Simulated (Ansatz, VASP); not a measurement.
**Two plane-wave programs on Ca**

INCAR

```
  PREC = Accurate
  ENCUT = 520
  EDIFF = 1E-6
  ISMEAR = 0
  SIGMA = 0.15
  LREAL = False
  LASPH = True
  NELM = 100
  ALGO = Fast
  ISIF = 2
  LWAVE = False
  LCHARG = True
  GGA = PE
  LELF = True
  LVHAR = True
  NBANDS = 11
```

Contents of KPOINTS:

```
Automatic mesh
0
Gamma
  16 16 16
```

Contents of POSCAR:

```
Ca
1.0
    0.0000000000      2.8324814693      2.7191822106
    2.8324814693      0.0000000000      2.7191822106
    2.8324814693      2.8324814693      0.0000000000
Ca
1
Direct
    0.0000000000      0.0000000000      0.0000000000
```

Input for Ansatz:

```yaml
crystal:
  lattice:
    - [0.0, 2.8324814693, 2.7191822106]
    - [2.8324814693, 0.0, 2.7191822106]
    - [2.8324814693, 2.8324814693, 0.0]
  atoms:
    - { symbol: Ca, position: [0.0, 0.0, 0.0] }
basis:
  ecutwfc: 420
kpoints:
  mp_grid: { grid: [16, 16, 16] }
hamiltonian:
  xc: pbe
scf:
  occupations: { method: gaussian, width: 0.15 }
output:
  forces: true
  stress: true
  eigenvalues: true
```

Alike in both runs: task single point; functional PBE; k mesh 16 × 16 × 16; occupations gaussian, width 0.15 eV; no spin polarisation.

|  | VASP | Ansatz |
| --- | --- | --- |
| version | VASP 6.6.1 | Ansatz 0.2.0 |
| potentials or method | VASP PAW PBE potentials, release 64 (Ca_sv), cutoff 520 eV | scalar-relativistic, plane waves, PAW |
| valence electrons in the cell | 10 | 10 |

```csv
,VASP,Ansatz,Ansatz less VASP
gap on the k mesh at the Fermi level (eV),none,none,-
pressure (GPa),-0.6,-0.6,0.00
"traceless stress, the component that is largest in VASP (GPa)",0.15,0.15,0.000
```

A gap of «none» marks a metal or a gap that the smearing closes.
